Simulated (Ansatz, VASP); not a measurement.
**B5N in VASP and in Ansatz**

The input INCAR:

```
PREC = Accurate ; ENCUT = 600
EDIFF = 1E-6 ; ISMEAR = 0
SIGMA = 0.1 ; LREAL = F
LASPH = T ; NELM = 80
ALGO = Normal ; ISIF = 3
LWAVE = F ; LCHARG = F
GGA = PE ; IBRION = 2
NSW = 90 ; EDIFFG = -0.04
```

File KPOINTS:

```
Automatic mesh
0
Gamma
  12 12 2
```

File POSCAR:

```
B5N
1.0
    2.2153954400      0.0000000000      0.0000000000
   -1.1076977200      1.9185887300      0.0000000000
    0.0000000000      0.0000000000     10.7684629500
B N
5 1
Direct
    0.6666666700      0.3333333300      0.8353336500
    0.0000000000      0.0000000000      0.6676422400
    0.6666666700      0.3333333300      0.5000000000
    0.0000000000      0.0000000000      0.3323577600
    0.6666666700      0.3333333300      0.1646663500
    0.0000000000      0.0000000000      0.0000000000
```

Input for Ansatz:

```yaml
crystal:
  lattice:
    - [2.21539544, 0.0, 0.0]
    - [-1.10769772, 1.91858873, 0.0]
    - [0.0, 0.0, 10.76846295]
  atoms:
    - { symbol: B, position: [0.66666667, 0.33333333, 0.83533365] }
    - { symbol: B, position: [0.0, 0.0, 0.66764224] }
    - { symbol: B, position: [0.66666667, 0.33333333, 0.5] }
    - { symbol: B, position: [0.0, 0.0, 0.33235776] }
    - { symbol: B, position: [0.66666667, 0.33333333, 0.16466635] }
    - { symbol: "N", position: [0.0, 0.0, 0.0] }
basis:
  ecutwfc: 420
kpoints:
  mp_grid: { grid: [12, 12, 2] }
hamiltonian:
  xc: pbe
scf:
  occupations: { method: gaussian, width: 0.1 }
  lower_state_search: "off"
output:
  forces: true
  stress: true
  eigenvalues: true
relax:
  adjacent_minimum: "off"
  f_tol: 0.04
  max_steps: 70
  cell: { stress_tol: 0.4 }
```

Change from the starting cell: species swapped into the MgCd5 type (P-6m2, No. 187).

Alike in both runs: task relaxation of cell and atoms; functional PBE; k mesh 12 × 12 × 2; occupations gaussian, width 0.1 eV; no spin polarisation.

|  | VASP | Ansatz |
| --- | --- | --- |
| version | VASP 6.6.1 | Ansatz 0.2.0 |
| potentials or method | VASP PAW PBE potentials, release 64 (B, N), cutoff 600 eV | scalar-relativistic, plane waves, PAW |
| valence electrons in the cell | 20 | 20 |

Ansatz gave:

```
gap on the k mesh at the Fermi level, each at its own relaxed structure (eV) : none
relaxed volume (Å³/atom)                                                     : 8.13
relaxed cell length with the largest relative difference (Å)                 : 1.843
```

Q: Estimate VASP's values.

A: gap on the k mesh at the Fermi level, each at its own relaxed structure (eV): none; relaxed volume (Å³/atom): 7.58; relaxed cell length with the largest relative difference (Å): 1.747.

A gap of «none» marks a metal or a gap that the smearing closes. One of these differences is far larger than is usual between the two programs; its cause wasn't traced.
